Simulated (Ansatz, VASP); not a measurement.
# Two plane-wave programs on Ir

```
CELL_PARAMETERS angstrom
0.00000 2.78508 2.78508
2.78508 0.00000 2.78508
2.78508 2.78508 0.00000
ATOMIC_POSITIONS crystal
Ir 0.12500 0.12500 0.12500
Ir 0.87500 0.87500 0.87500
```

Alike in both runs: functional PBE; k mesh 10 × 10 × 10; occupations fermi-dirac, width 0.1 eV; no spin polarisation.

Ansatz relaxed the structure, and its values are those at the end. VASP's run is a single point on that final structure, the one shown.

```csv
,VASP,Ansatz
version,VASP 6.6.1,Ansatz 0.2.0
potentials or method,"VASP PAW PBE potentials, release 64 (Ir), cutoff 520 eV","plane waves (420 eV) with PAW, scalar-relativistic"
valence electrons in the cell,18,34
```

```tsv
	VASP	Ansatz	Ansatz less VASP
pressure (GPa)	-0.3	0.0	+0.36
```

VASP's potentials hold 18 valence electrons a cell and Ansatz's 34, so a difference there can come from the potentials and not from the codes.

Spin-orbit coupling is off throughout.
